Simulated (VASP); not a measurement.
Set up this calculation in VASP 6.6.1, as the native input.

```
Task                   : single point
Functional             : PBE
Potentials or basis    : VASP PAW PBE potentials, release 64 (Sr_sv, Al, O)
Cutoff                 : 520 eV
k mesh                 : 6 × 6 × 2
Occupations            : gaussian, width 0.1 eV
Spin                   : collinear spin, ferromagnetic start
Starting moments       : [0.0, 0.0, 0.0, 1.0, 1.0] μB
Dipole correction      : no
Further INCAR settings : ALGO = Normal; EDIFF = 1e-06; NBANDS = 26
```

The structure of SrAl2O2 lies in POSCAR:

```
SrAl2O2
1.0
    3.5005007598      0.0000000000      0.0000000000
   -1.7502503799      3.0315225839      0.0000000000
    0.0000000000      0.0000000000      7.9642560899
Sr Al O
1 2 2
Direct
    0.0000000000      0.0000000000      0.5000000000
    0.3333333333      0.6666666667      0.8539746706
    0.6666666667      0.3333333333      0.1460253294
    0.3333333333      0.6666666667      0.0969204156
    0.6666666667      0.3333333333      0.9030795844
```

The input as run:

INCAR

```
SYSTEM = SrAl2O2
PREC     = Accurate       ! precision mode
ENCUT    = 520            ! plane-wave cutoff, eV
EDIFF    = 1E-6           ! SCF threshold, eV
ISMEAR   = 0              ! smearing method
SIGMA    = 0.1            ! smearing width, eV
LREAL    = .False.        ! projectors in reciprocal space
LASPH    = .True.         ! aspherical terms in the spheres
NELM     = 150            ! most SCF steps
ALGO     = Normal         ! electronic algorithm
ISIF     = 2              ! what is computed and relaxed
LWAVE    = .False.        ! write WAVECAR
LCHARG   = .True.         ! write CHGCAR
ISPIN    = 2              ! spin polarisation
MAGMOM   = 0 0 0 1 1      ! initial moments
LORBIT   = 11             ! projections on sites
GGA      = PE             ! functional
LELF     = .True.         ! ELF
LVHAR    = .True.       
NBANDS   = 26             ! bands
```

KPOINTS

```
regular mesh
0
Gamma
  6 6 2
  0 0 0
```

Potentials or basis: VASP PAW PBE potentials, release 64 (Sr_sv, Al, O).

Run with:

```console
$ cat potpaw_PBE.64/Sr_sv/POTCAR potpaw_PBE.64/Al/POTCAR potpaw_PBE.64/O/POTCAR > POTCAR
$ mpirun -np 1 vasp_std > vasp.out
```

It gave:

The pressure is 0.1 GPa, the largest force is 0.020 eV/Å and the band gap on the k mesh is zero (filled and empty bands overlap). The net moment is 0.00 μB per cell and the valence electrons inside the program's atomic spheres are Sr 8.08; Al 0.69; O 5.06.

Caveat: the k points lie up to 0.39 Å⁻¹ apart.

Run time: 34 s on 1 thread of Intel(R) Xeon(R) 6975P-C (Granite Rapids), with other jobs on the host, peak memory 0.26 GiB.
